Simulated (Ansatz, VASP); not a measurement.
**Al in VASP and in Ansatz**

```
Al
1.0
     2.83943    0.00000    0.00000
     0.00000    2.83943    0.00000
     0.00000    0.00000   25.03889
Al
6
Direct
  0.50000 0.50000 0.30079
  0.00000 0.00000 0.38043
  0.50000 0.50000 0.45983
  0.00000 0.00000 0.54017
  0.50000 0.50000 0.61957
  0.00000 0.00000 0.69921
```

Alike in both runs: functional PBEsol; k mesh 12 × 12 × 1; occupations gaussian, width 0.1 eV; no spin polarisation.

Ansatz relaxed the structure, and its values are those at the end. VASP's run is a single point on that final structure, the one shown.

```csv
,VASP,Ansatz
version,VASP 6.6.1,Ansatz 0.2.0
potentials or method,"VASP PAW PBE potentials, release 64 (Al), cutoff 520 eV","scalar-relativistic, plane waves, PAW"
valence electrons in the cell,18,18
```

Ansatz gave:

- gap on the k mesh at the Fermi level (eV): none
- rms of the force components (eV/Å): 0.004

Task: Estimate VASP's values.

Result: gap on the k mesh at the Fermi level (eV): none; rms of the force components (eV/Å): 0.005.

VASP's potentials were made for PBE, not for PBEsol. A gap of «none» marks a metal or a gap that the smearing closes.
